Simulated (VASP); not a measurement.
**Na: single point with PBEsol**

Crystal: Na.

```xyz
1
Lattice="-2.0276 2.0276 2.0276 2.0276 -2.0276 2.0276 2.0276 2.0276 -2.0276" Properties=species:S:1:pos:R:3 pbc="T T T"
Na    0.0000    0.0000    0.0000
```

This cell differs from its parent crystal: volume scaled by 0.92.

```
Program             : VASP 6.6.1
Task                : single point
Functional          : PBEsol
Potentials or basis : VASP PAW PBE potentials, release 64 (Na_pv)
Cutoff              : 520 eV
k mesh              : 17 × 17 × 17
Occupations         : fermi-dirac, width 0.1 eV
Spin                : no spin polarisation
```

```yaml
Pressure: 0.8 GPa
```

Levels at points of the mesh, in eV from the Fermi level:
```csv
k point,band 1,band 2,band 3,band 4,band 5,band 6,band 7,band 8
"(0.00, 0.00, 0.00)",-24.71,-24.71,-24.71,-3.51,12.43,12.43,12.43,13.50
```

It took 30 s on 1 thread of Intel(R) Xeon(R) Platinum 8488C (Sapphire Rapids), on a shared host, peak memory 0.17 GiB.

Caveat: the PAW data sets were made with another functional, which shifts forces and pressure a little.
